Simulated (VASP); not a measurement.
A run of VASP 6.6.1 is set up as follows.

The input INCAR:

```
  ALGO = Normal
  EDIFF = 1E-7
  ENCUT = 520
  GGA = PE
  ISIF = 2
  ISMEAR = -1
  LASPH = T
  LCHARG = T
  LELF = T
  LREAL = F
  LVHAR = T
  LWAVE = F
  NBANDS = 11
  NELM = 80
  PREC = Accurate
  SIGMA = 0.05
```

The input KPOINTS:

```
k-points
0
Gamma
  14 14 14
```

File POSCAR:

```
BN
1.0
    2.2235671063      0.0000000000      0.0000000000
    0.0000000000      2.2235671063      0.0000000000
    0.0000000000      0.0000000000      2.2235671063
B N
1 1
Direct
    0.0000000000      0.0000000000      0.0000000000
    0.5000000000      0.5000000000      0.5000000000
```

Potentials or basis: VASP PAW PBE potentials, release 64 (B, N).

Launch:

```bash
$ cat potpaw_PBE.64/B/POTCAR potpaw_PBE.64/N/POTCAR > POTCAR
$ mpirun -np 1 vasp_std > vasp.out
```

(1) Estimate the pressure.

(2) Estimate the band gap on the k mesh.

## Answers

(1) 40.3 GPa.

(2) zero (band 4 reaches 11.90 eV, above the bottom of band 5 at 8.28 eV).
